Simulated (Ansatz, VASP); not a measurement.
Given: the input of a run of Ansatz 0.2.0 on Rh.

Contents of input.yaml:

```yaml
crystal:
  lattice:
    - [2.6752291329, 0.0, 0.0]
    - [-1.3376145665, 2.3168163901, 0.0]
    - [0.0, 0.0, 4.338086307]
  atoms:
    - { symbol: Rh, position: [0.3333333333, 0.6666666667, 0.25] }
    - { symbol: Rh, position: [0.6666666667, 0.3333333333, 0.75] }
hamiltonian:
  xc: r2scan
  pseudopotentials: { kind: paw }
kpoints:
  mp_grid: { grid: [11, 11, 6] }
scf:
  occupations: { method: fermi_dirac, width: 0.05 }
output:
  forces: true
  stress: true
  eigenvalues: true
```

Potentials or basis: Ansatz PAW.

Run with:

```bash
$ ansatz run input.yaml --threads 2 --pin off --max-ram 5632MiB --backend cpu --events-out ev --progress --plain --runs-dir out
```

Task: Translate it to VASP 6.6.1. Potentials there: VASP PAW PBE potentials, release 64 (Rh_sv_GW).

Result: As run (the cutoff follows the program's own potentials):

Contents of POSCAR:

```
Rh
1.0
    2.6752291329      0.0000000000      0.0000000000
   -1.3376145665      2.3168163901      0.0000000000
    0.0000000000      0.0000000000      4.3380863070
Rh
2
Direct
    0.3333333333      0.6666666667      0.2500000000
    0.6666666667      0.3333333333      0.7500000000
```

File INCAR.step1:

```
ALGO     = Normal         # electronic algorithm
EDIFF    = 1E-5           # SCF threshold, eV
ENCUT    = 580            # plane-wave cutoff, eV
GGA      = PE             # functional
GGA_COMPAT= False        
ISMEAR   = -1             # smearing method
LASPH    = True           # aspherical terms in the spheres
LCHARG   = False          # write CHGCAR
LREAL    = False          # projectors in reciprocal space
LWAVE    = True           # write WAVECAR
NBANDS   = 24             # bands
NELM     = 120            # most SCF steps
PREC     = Accurate       # precision mode
SIGMA    = 0.05           # smearing width, eV
```

Contents of INCAR.step2:

```
ALGO     = Normal         # electronic algorithm
EDIFF    = 1E-6           # SCF threshold, eV
ENCUT    = 580            # plane-wave cutoff, eV
GGA_COMPAT= False        
ISIF     = 2              # what is computed and relaxed
ISMEAR   = -1             # smearing method
ISTART   = 1            
LASPH    = True           # aspherical terms in the spheres
LCHARG   = False          # write CHGCAR
LMIXTAU  = True         
LREAL    = False          # projectors in reciprocal space
LWAVE    = False          # write WAVECAR
METAGGA  = R2SCAN         # meta-GGA
NBANDS   = 24             # bands
NELM     = 120            # most SCF steps
PREC     = Accurate       # precision mode
SIGMA    = 0.05           # smearing width, eV
```

File KPOINTS:

```
k-points
0
Gamma
  11 11 6
```

Potentials or basis: VASP PAW PBE potentials, release 64 (Rh_sv_GW).

Command:

```bash
$ cat potpaw_PBE.64/Rh_sv_GW/POTCAR > POTCAR
$ cp INCAR.step1 INCAR
$ mpirun -np 1 vasp_std > vasp.out
$ cp INCAR.step2 INCAR
$ mpirun -np 1 vasp_std > vasp.out
```

Both were run:

|  | VASP | Ansatz | Ansatz less VASP |
| --- | --- | --- | --- |
| gap on the k mesh at the Fermi level (eV) | none | none | - |
| pressure (GPa) | 5.4 | 7.0 | +1.65 |
| traceless stress, the component that is largest in VASP (GPa) | -0.81 | -0.80 | +0.011 |

VASP's potentials were made for PBE, not for r2SCAN. A gap of «none» marks a metal or a gap that the smearing closes. The functional is the same, so the differences come from potentials, cutoffs and numerics.
